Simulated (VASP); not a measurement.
# MgS (pbe) (I4/mmm) in VASP: further runs

The runs below take MgS (pbe) through single point, relaxation of the atoms, with PBE.

Everything below comes from runs of VASP 6.6.1. Logs are shortened: lines on timing, memory, paths and dates and some standing lists are left out, and cuts for length are marked.

### 1 The cell of the first run

It takes space group I4/mmm (No. 139, tetragonal). The conventional cell has a = 3.735 Å, b = 3.735 Å, c = 5.199 Å, α = 90.00°, β = 90.00°, γ = 90.00°. Mg (site symmetry 4/mmm) has 6 S at 2.60 to 2.64 Å within 3.4 Å. Within 3.4 Å of S (site symmetry 4/mmm) lie 6 Mg at 2.60 to 2.64 Å.

### 2 Single point, PBE

INCAR reads:

```
SYSTEM = MgS
ALGO = Normal
EDIFF = 1E-6
ENCUT = 600
GGA = PE
GGA_COMPAT = .FALSE.
ISIF = 2
ISMEAR = 0
LASPH = .TRUE.
LCHARG = .FALSE.
LREAL = .FALSE.
LWAVE = .FALSE.
NBANDS = 11
NELM = 120
PREC = Accurate
SIGMA = 0.01
```

KPOINTS reads:

```
k-points
0
G
  6 6 6
  0 0 0
```

POSCAR reads:

```
MgS
1.0
    0.0000000000      2.6412435108      2.5997095713
    2.6412435108      0.0000000000      2.5997095713
    2.6412435108      2.6412435108      0.0000000000
Mg S
1 1
Direct
    0.0000000000      0.0000000000      0.0000000000
    0.5000000000      0.5000000000      0.5000000000
```

Potentials or basis: VASP PAW PBE potentials, release 64 (Mg, S).

Launch:

```console
> cat potpaw_PBE.64/Mg/POTCAR potpaw_PBE.64/S/POTCAR > POTCAR
> mpirun -np 1 vasp_std > vasp.out
```

OUTCAR:

```text
SYSTEM = MgS
   EDIFF = 1E-6
   ENCUT = 600
   GGA = PE
   ISIF = 2
   ISMEAR = 0
   LASPH = .TRUE.
   LREAL = .FALSE.
   NELM = 120
   PREC = Accurate

 ion  position               nearest neighbor table
   1  0.000  0.000  0.000-   2 2.60   2 2.60   2 2.64   2 2.64   2 2.64   2 2.64
   2  0.500  0.500  0.500-   1 2.60   1 2.60   1 2.64   1 2.64   1 2.64   1 2.64

  LATTYP: Found a body centered tetragonal cell.
 ALAT       =     3.7352823945
 C/A-ratio  =     1.3919748478

  Lattice vectors:

 A1 = (   0.0000000000,  -2.6412435108,  -2.5997095713)
 A2 = (   0.0000000000,   2.6412435108,  -2.5997095713)
 A3 = (   2.6412435108,   0.0000000000,   2.5997095713)

Analysis of symmetry for initial positions (statically):
=====================================================================
 Subroutine PRICEL returns:
 Original cell was already a primitive cell.

 Routine SETGRP: Setting up the symmetry group for a
 body centered tetragonal supercell.

 Subroutine GETGRP returns: Found 16 space group operations
 (whereof 16 operations were pure point group operations)
 out of a pool of 16 trial point group operations.

The static configuration has the point symmetry D_4h.

Analysis of symmetry for dynamics (positions and initial velocities):
=====================================================================
 Subroutine PRICEL returns:
 Original cell was already a primitive cell.

 Routine SETGRP: Setting up the symmetry group for a
 body centered tetragonal supercell.

 Subroutine GETGRP returns: Found 16 space group operations
 (whereof 16 operations were pure point group operations)
 out of a pool of 16 trial point group operations.

The dynamic configuration has the point symmetry D_4h.

 Subroutine INISYM returns: Found 16 space group operations
 (whereof 16 operations are pure point group operations),
 and found     1 'primitive' translations

----------------------------------------------------------------------------------------

                                     Primitive cell

  volume of cell :      36.2720

  direct lattice vectors                    reciprocal lattice vectors
     0.000000000  2.641243511  2.599709571    -0.189304772  0.189304772  0.192329176
     2.641243511  0.000000000  2.599709571     0.189304772 -0.189304772  0.192329176
     2.641243511  2.641243511  0.000000000     0.189304772  0.189304772 -0.192329176

  length of vectors
     3.706029835  3.706029835  3.735282395     0.329640873  0.329640873  0.329640873

  position of ions in fractional coordinates (direct lattice)
[... 83 lines left out ...]
   IBRION =     -1    ionic relax: 0-MD 1-quasi-New 2-CG
   NFREE  =      0    steps in history (QN), initial steepest desc. (CG)
   ISIF   =      2    stress and relaxation
   ISYM   =      2    0-nonsym 1-usesym 2-fastsym
   POTIM  = 0.5000    time-step for ionic-motion
   TEBEG  =    0.0;   TEEND  =   0.0 temperature during run
   PSTRESS=    0.0 pullay stress
   NELECT =       8.0000    total number of electrons
   NUPDOWN=      -1.0000    fix difference up-down
   EMIN   =  10.00;   EMAX   =-10.00  energy-range for DOS
   EFERMI =   0.00;   METHOD = LEGACY
   ISMEAR =     0;   SIGMA  =   0.01  broadening in eV -4-tet -1-fermi 0-gaus
   EFERMI_NEDOS =   21; number of points for ismear=-14 and -15
   IALGO  =     38    algorithm
   IMIX   =      4    mixing-type and parameters
     AMIX     =   0.40;   BMIX     =  1.00
     AMIX_MAG =   1.60;   BMIX_MAG =  1.00
  volume/ion in A,a.u.               =      18.14       122.39
  Fermi-wavevector in a.u.,A,eV,Ry     =   0.989117  1.869160 13.311288  0.978352
  Thomas-Fermi vector in A             =   2.120692
   LORBIT       =      0    0 simple, 1 ext, 2 COOP (PROOUT), +10 PAW based schemes
   GGA     = PE    functional components
   LHFCALC =     F    Hartree Fock is set to
   AEXX    =    0.0000 exact exchange contribution
   IVDW    =     0    specifies the selected vdW correction
   LEPSILON=     F    determine dielectric tensor
   LRPA    =     F    only Hartree local field effects (RPA)
 non-spin polarized calculation
 Gauss-broadening in eV      SIGMA  =   0.01
  energy-cutoff  :      600.00
  volume of cell :       36.27
 maximum number of plane-waves:      1243
 NGX is ok and might be reduce to    30
   NGX = 15   NGY = 15   NGZ = 15

 number of electron       7.9999999 magnetization

 Free energy of the ion-electron system (eV)
  ---------------------------------------------------
  ext. energy  EPLUGINS =         0.00000000
  ---------------------------------------------------
  free energy    TOTEN  =        -8.49657406 eV

  energy without entropy =       -8.49657406  energy(sigma->0) =       -8.49657406

 E-fermi :   3.5688     XC(G=0):  -9.5663

 val. band max:        3.4918409699   @ k =   0.0000   0.0000   0.0000
 cond. band min:       6.1287174713   @ k =   0.5000   0.5000   0.0000
 fundamental gap:      2.6368765014
 Fermi energy:         3.5687653970

 k-point     1 :       0.0000    0.0000    0.0000
  band No.  band energies     occupation
      1      -9.0345      2.00000
      2       3.4207      2.00000
      3       3.4918      2.00000
      4       3.4918      2.00000
      5       6.9498      0.00000
      6      11.3861      0.00000
      7      11.3861      0.00000
      8      11.5468      0.00000
      9      13.6756      0.00000
     10      13.8862      0.00000
     11      15.9371      0.00000
[... 309 lines left out ...]
 k-point    24 :       0.5000   -0.0000    0.3333
  band No.  band energies     occupation
      1      -7.5695      2.00000
      2      -0.3036      2.00000
      3       1.2352      2.00000
      4       2.0956      2.00000
      5       7.1262      0.00000
      6       9.1551      0.00000
      7      13.2653      0.00000
      8      13.6558      0.00000
      9      16.0138      0.00000
     10      18.0659      0.00000
     11      19.2930      0.00000

 [... further k-points ...]
[... 5 lines left out ...]
  --------------------------------------------------------------------------------------
  -------------------------------------------------------------------------------------
  Total       -0.3872860     -0.3872860     -0.0612385      0.0000000     -0.0000000      0.0000000
  in kB      -17.1068753    -17.1068753     -2.7049756      0.0000000     -0.0000000      0.0000000
  external PRESSURE =     -12.3062421 kB  Pullay stress =       0.0000000 kB

 VOLUME and BASIS-vectors are now :
 -----------------------------------------------------------------------------
  energy-cutoff  :      600.00
  volume of cell :       36.27
      direct lattice vectors                 reciprocal lattice vectors
     0.000000000  2.641243511  2.599709571    -0.189304772  0.189304772  0.192329176
     2.641243511  0.000000000  2.599709571     0.189304772 -0.189304772  0.192329176
     2.641243511  2.641243511  0.000000000     0.189304772  0.189304772 -0.192329176

 POSITION                                       TOTAL-FORCE (eV/Angst)
 -----------------------------------------------------------------------------------
      0.00000      0.00000      0.00000        -0.000000      0.000000      0.000000
      2.64124      2.64124      2.59971         0.000000     -0.000000     -0.000000
 -----------------------------------------------------------------------------------
    total drift:                               -0.000000     -0.000000      0.000000

  FREE ENERGIE OF THE ION-ELECTRON SYSTEM (eV)
  ---------------------------------------------------
  free  energy   TOTEN  =        -8.4965740550 eV

  energy  without entropy=       -8.4965740550  energy(sigma->0) =       -8.49657406
```

OSZICAR:

```text
N       E                     dE             d eps       ncg     rms          rms(c)
DAV:   1     0.253138919990E+02    0.25314E+02   -0.37372E+03   676   0.658E+02
DAV:   2    -0.730657218428E+01   -0.32620E+02   -0.31256E+02   796   0.108E+02
DAV:   3    -0.890664929943E+01   -0.16001E+01   -0.15969E+01   828   0.252E+01
DAV:   4    -0.891644763499E+01   -0.97983E-02   -0.97972E-02   779   0.230E+00
DAV:   5    -0.891653872695E+01   -0.91092E-04   -0.91091E-04   871   0.226E-01    0.428E+00
DAV:   6    -0.853786341652E+01    0.37868E+00   -0.83029E-01   741   0.355E+00    0.333E+00
DAV:   7    -0.849698732997E+01    0.40876E-01   -0.21835E-01   783   0.201E+00    0.224E+00
DAV:   8    -0.849690013337E+01    0.87197E-04   -0.15947E-02   729   0.770E-01    0.102E+00
DAV:   9    -0.849656022178E+01    0.33991E-03   -0.90406E-04   777   0.173E-01    0.361E-01
DAV:  10    -0.849657728630E+01   -0.17065E-04   -0.25353E-04   787   0.733E-02    0.424E-02
DAV:  11    -0.849657416155E+01    0.31247E-05   -0.21676E-05   783   0.206E-02    0.212E-02
DAV:  12    -0.849657405504E+01    0.10652E-06   -0.72554E-07   499   0.534E-03
   1 F= -.84965741E+01 E0= -.84965741E+01  d E =-.104511E-29
```

It took 13 s on 1 thread of Intel Xeon 6975P-C, shared host; peak memory 0.17 GiB.

Results:

| Item | Value |
| --- | --- |
| Free energy | -8.4966 eV |
| Pressure | -1.2 GPa |
| Band gap on the k mesh | 2.64 eV, indirect (least direct gap 3.46 eV) |

Stress tensor (GPa, compression positive):
```
-1.71  0.00  0.00
 0.00 -1.71  0.00
 0.00  0.00 -0.27
```

A k mesh can miss the band edges. PBE gaps usually lie below the measured ones, often by a third to a half.

### 3 Single point, PBE

INCAR reads:

```
ALGO = Normal
EDIFF = 1E-6
ENCUT = 600
GGA = PE
GGA_COMPAT = False
ISIF = 2
ISMEAR = 0
LASPH = True
LCHARG = False
LREAL = False
LWAVE = False
NBANDS = 11
NELM = 120
PREC = Accurate
SIGMA = 0.01
```

KPOINTS reads:

```
k-points
0
Gamma
  6 6 6
```

POSCAR is that of step 2.

Potentials or basis: VASP PAW PBE potentials, release 64 (Mg, S).

Launch:

```console
> cat potpaw_PBE.64/Mg/POTCAR potpaw_PBE.64/S/POTCAR > POTCAR
> mpirun -np 1 vasp_std > vasp.out
```

OUTCAR:

```text
EDIFF = 1E-6
   ENCUT = 600
   GGA = PE
   ISIF = 2
   ISMEAR = 0
   LASPH = True
   LREAL = False
   NELM = 120
   PREC = Accurate

 ion  position               nearest neighbor table
   1  0.000  0.000  0.000-   2 2.60   2 2.60   2 2.64   2 2.64   2 2.64   2 2.64
   2  0.500  0.500  0.500-   1 2.60   1 2.60   1 2.64   1 2.64   1 2.64   1 2.64

  LATTYP: Found a body centered tetragonal cell.
 ALAT       =     3.7352823945
 C/A-ratio  =     1.3919748478

  Lattice vectors:

 A1 = (   0.0000000000,  -2.6412435108,  -2.5997095713)
 A2 = (   0.0000000000,   2.6412435108,  -2.5997095713)
 A3 = (   2.6412435108,   0.0000000000,   2.5997095713)

Analysis of symmetry for initial positions (statically):
=====================================================================
 Subroutine PRICEL returns:
 Original cell was already a primitive cell.

 Routine SETGRP: Setting up the symmetry group for a
 body centered tetragonal supercell.

 Subroutine GETGRP returns: Found 16 space group operations
 (whereof 16 operations were pure point group operations)
 out of a pool of 16 trial point group operations.

The static configuration has the point symmetry D_4h.
[... 165 lines left out ...]
 cond. band min:       6.1287174713   @ k =   0.5000   0.5000   0.0000
 fundamental gap:      2.6368765014
 Fermi energy:         3.5687653970

 k-point     1 :       0.0000    0.0000    0.0000
  band No.  band energies     occupation
      1      -9.0345      2.00000
      2       3.4207      2.00000
      3       3.4918      2.00000
      4       3.4918      2.00000
      5       6.9498      0.00000
      6      11.3861      0.00000
      7      11.3861      0.00000
      8      11.5468      0.00000
      9      13.6756      0.00000
     10      13.8862      0.00000
     11      15.9371      0.00000
[... 309 lines left out ...]
 k-point    24 :       0.5000   -0.0000    0.3333
  band No.  band energies     occupation
      1      -7.5695      2.00000
      2      -0.3036      2.00000
      3       1.2352      2.00000
      4       2.0956      2.00000
      5       7.1262      0.00000
      6       9.1551      0.00000
      7      13.2653      0.00000
      8      13.6558      0.00000
      9      16.0138      0.00000
     10      18.0659      0.00000
     11      19.2930      0.00000

 [... further k-points ...]
[... 5 lines left out ...]
  --------------------------------------------------------------------------------------
  -------------------------------------------------------------------------------------
  Total       -0.3872860     -0.3872860     -0.0612385      0.0000000     -0.0000000      0.0000000
  in kB      -17.1068753    -17.1068753     -2.7049756      0.0000000     -0.0000000      0.0000000
  external PRESSURE =     -12.3062421 kB  Pullay stress =       0.0000000 kB

 VOLUME and BASIS-vectors are now :
 -----------------------------------------------------------------------------
  energy-cutoff  :      600.00
  volume of cell :       36.27
      direct lattice vectors                 reciprocal lattice vectors
     0.000000000  2.641243511  2.599709571    -0.189304772  0.189304772  0.192329176
     2.641243511  0.000000000  2.599709571     0.189304772 -0.189304772  0.192329176
     2.641243511  2.641243511  0.000000000     0.189304772  0.189304772 -0.192329176

 POSITION                                       TOTAL-FORCE (eV/Angst)
 -----------------------------------------------------------------------------------
      0.00000      0.00000      0.00000        -0.000000      0.000000      0.000000
      2.64124      2.64124      2.59971         0.000000     -0.000000     -0.000000
 -----------------------------------------------------------------------------------
    total drift:                               -0.000000     -0.000000      0.000000

  FREE ENERGIE OF THE ION-ELECTRON SYSTEM (eV)
  ---------------------------------------------------
  free  energy   TOTEN  =        -8.4965740550 eV

  energy  without entropy=       -8.4965740550  energy(sigma->0) =       -8.49657406
```

OSZICAR:

```text
N       E                     dE             d eps       ncg     rms          rms(c)
DAV:   1     0.253138919990E+02    0.25314E+02   -0.37372E+03   676   0.658E+02
DAV:   2    -0.730657218428E+01   -0.32620E+02   -0.31256E+02   796   0.108E+02
DAV:   3    -0.890664929943E+01   -0.16001E+01   -0.15969E+01   828   0.252E+01
DAV:   4    -0.891644763499E+01   -0.97983E-02   -0.97972E-02   779   0.230E+00
DAV:   5    -0.891653872695E+01   -0.91092E-04   -0.91091E-04   871   0.226E-01    0.428E+00
DAV:   6    -0.853786341652E+01    0.37868E+00   -0.83029E-01   741   0.355E+00    0.333E+00
DAV:   7    -0.849698732997E+01    0.40876E-01   -0.21835E-01   783   0.201E+00    0.224E+00
DAV:   8    -0.849690013337E+01    0.87197E-04   -0.15947E-02   729   0.770E-01    0.102E+00
DAV:   9    -0.849656022178E+01    0.33991E-03   -0.90406E-04   777   0.173E-01    0.361E-01
DAV:  10    -0.849657728630E+01   -0.17065E-04   -0.25353E-04   787   0.733E-02    0.424E-02
DAV:  11    -0.849657416155E+01    0.31247E-05   -0.21676E-05   783   0.206E-02    0.212E-02
DAV:  12    -0.849657405504E+01    0.10652E-06   -0.72554E-07   499   0.534E-03
   1 F= -.84965741E+01 E0= -.84965741E+01  d E =-.104511E-29
```

Run time: 16 s. Hardware: 1 thread of Intel Xeon 6975P-C, shared host; peak memory 0.17 GiB.

Results:

| Quantity | Value |
| --- | --- |
| Free energy | -8.4966 eV |
| Pressure | -1.2 GPa |
| Band gap on the k mesh | 2.64 eV, indirect (least direct gap 3.46 eV) |

### 4 Relaxation of the atoms, PBE (strained cell)

INCAR reads:

```
SYSTEM = MgS
ALGO     = Normal         ! electronic algorithm
EDIFF    = 1E-7           ! SCF threshold, eV
EDIFFG   = -0.002         ! ionic threshold
ENCUT    = 520            ! plane-wave cutoff, eV
GGA      = PE             ! functional
GGA_COMPAT= .False.      
IBRION   = 2              ! ionic algorithm
ISIF     = 2              ! what is computed and relaxed
ISMEAR   = 0              ! smearing method
LASPH    = .True.         ! aspherical terms in the spheres
LCHARG   = .False.        ! write CHGCAR
LREAL    = .False.        ! projectors in reciprocal space
LWAVE    = .False.        ! write WAVECAR
NELM     = 120            ! most SCF steps
NELMIN   = 4            
NSW      = 60             ! ionic steps
PREC     = Accurate       ! precision mode
SIGMA    = 0.02           ! smearing width, eV
```

KPOINTS reads:

```
k-points
0
Gamma
  6 6 6
  0 0 0
```

POSCAR reads:

```
MgS
1.0
    0.0000000000      2.6412435108      2.5994020294
    2.6412435108      0.0000000000      2.5994020294
    2.6412435108      2.6412435108      0.0000000000
Mg S
1 1
Direct
    0.0000000000      0.0000000000      0.0000000000
    0.5000000000      0.5000000000      0.5000000000
```

Potentials or basis: VASP PAW PBE potentials, release 64 (Mg, S).

Launch:

```console
> cat potpaw_PBE.64/Mg/POTCAR potpaw_PBE.64/S/POTCAR > POTCAR
> mpirun -np 1 vasp_std > vasp.out
```

OUTCAR:

```text
SYSTEM = MgS
   EDIFF = 1E-7
   EDIFFG = -0.002
   ENCUT = 520
   GGA = PE
   IBRION = 2
   ISIF = 2
   ISMEAR = 0
   LASPH = .True.
   LREAL = .False.
   NELM = 120
   NELMIN = 4
   NSW = 60
   PREC = Accurate

 ion  position               nearest neighbor table
   1  0.000  0.000  0.000-   2 2.60   2 2.60   2 2.64   2 2.64   2 2.64   2 2.64
   2  0.500  0.500  0.500-   1 2.60   1 2.60   1 2.64   1 2.64   1 2.64   1 2.64

  LATTYP: Found a body centered tetragonal cell.
 ALAT       =     3.7352823945
 C/A-ratio  =     1.3918101792

  Lattice vectors:
[... 446 lines left out ...]
      5       7.1278      0.00000
      6       9.1563      0.00000
      7      13.2667      0.00000
      8      13.6580      0.00000

 [... further k-points ...]
[... 5 lines left out ...]
  --------------------------------------------------------------------------------------
  -------------------------------------------------------------------------------------
  Total       -0.3902770     -0.3902770     -0.0615472      0.0000000     -0.0000000      0.0000000
  in kB      -17.2410301    -17.2410301     -2.7189353      0.0000000     -0.0000000      0.0000000
  external PRESSURE =     -12.4003319 kB  Pullay stress =       0.0000000 kB

 VOLUME and BASIS-vectors are now :
 -----------------------------------------------------------------------------
  energy-cutoff  :      520.00
  volume of cell :       36.27
      direct lattice vectors                 reciprocal lattice vectors
     0.000000000  2.641243511  2.599402029    -0.189304772  0.189304772  0.192351931
     2.641243511  0.000000000  2.599402029     0.189304772 -0.189304772  0.192351931
     2.641243511  2.641243511  0.000000000     0.189304772  0.189304772 -0.192351931

 POSITION                                       TOTAL-FORCE (eV/Angst)
 -----------------------------------------------------------------------------------
      0.00000      0.00000      0.00000         0.000000      0.000000      0.000000
      2.64124      2.64124      2.59940        -0.000000     -0.000000      0.000000
 -----------------------------------------------------------------------------------
    total drift:                                0.000000      0.000000      0.000000

  FREE ENERGIE OF THE ION-ELECTRON SYSTEM (eV)
  ---------------------------------------------------
  free  energy   TOTEN  =        -8.4962459669 eV

  energy  without entropy=       -8.4962459669  energy(sigma->0) =       -8.49624597

 reached required accuracy - stopping structural energy minimisation
```

Run time: 9.3 s. Hardware: 1 thread of Intel Xeon 6975P-C, shared host; peak memory 0.16 GiB.

Results:

```yaml
Free_energy: -8.4962 eV
Pressure_after_relaxing: -1.2 GPa
Band_gap_on_the_k_mesh: 2.64 eV, indirect (least direct gap 3.46 eV)
```

Final structure:
```
Mg S
1.0
     0.00000    2.64124    2.59940
     2.64124    0.00000    2.59940
     2.64124    2.64124    0.00000
Mg S
1 1
Direct
  0.00000 0.00000 0.00000
  0.50000 0.50000 0.50000
```

Levels at points of the mesh, in eV from the valence-band top:
```
           k point  band 1  band 2  band 3  band 4  band 5  band 6  band 7  band 8
(0.00, 0.00, 0.00)  -12.53   -0.07    0.00    0.00    3.46    7.89    7.89    8.06
(0.50, 0.00, 0.00)  -11.30   -4.70   -0.60   -0.56    4.48    6.76    6.94    9.77
(0.50, 0.50, 0.00)  -10.91   -4.06   -1.69   -1.69    2.64    4.42   11.80   12.74
(0.50, 0.00, 0.50)  -10.97   -4.07   -1.69   -1.55    2.71    4.48   11.64   12.69
```

Caveat: the cell differs from its parent crystal (strained cell); the relaxation stopped at its first step, so nothing moved.

[end of part 1 of 2]
